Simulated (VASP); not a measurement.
## Sc: single point with LDA

Sc:

```
Sc
1.0
     3.22691    0.00000    0.00000
    -1.61345    2.79458    0.00000
     0.00000    0.00000    5.00943
Sc
2
Direct
  0.33333 0.66667 0.25000
  0.66667 0.33333 0.75000
```

| Quantity | Value |
| --- | --- |
| Program | VASP 6.6.1 |
| Task | single point |
| Functional | LDA |
| Potentials or basis | VASP PAW LDA potentials, release 64 (Sc_sv) |
| Cutoff | 500 eV |
| k mesh | 11 × 11 × 6 |
| Occupations | fermi-dirac, width 0.6 eV |
| Spin | no spin polarisation |

```
Pressure               : 4.3 GPa
Band gap on the k mesh : zero (band 11 reaches 5.11 eV, above the bottom of band 12 at 3.49 eV)
```

Stress tensor (GPa, compression positive):
```
3.35 0.00 0.00
0.00 3.35 0.00
0.00 0.00 6.17
```

Levels at points of the mesh, in eV from the Fermi level:
| k point | band 7 | band 8 | band 9 | band 10 | band 11 | band 12 | band 13 | band 14 | band 15 | band 16 |
| --- | --- | --- | --- | --- | --- | --- | --- | --- | --- | --- |
| (0.00, 0.00, 0.00) | -27.09 | -27.06 | -5.25 | -1.73 | 0.93 | 1.74 | 1.74 | 2.07 | 2.27 | 2.27 |
| (0.00, 0.00, 0.50) | -27.14 | -27.14 | -3.59 | -3.59 | 1.10 | 1.10 | 1.64 | 1.64 | 1.64 | 1.64 |

Wall time 20 s on 1 thread of Intel(R) Xeon(R) 6975P-C (Granite Rapids) (shared host), peak memory 0.16 GiB.
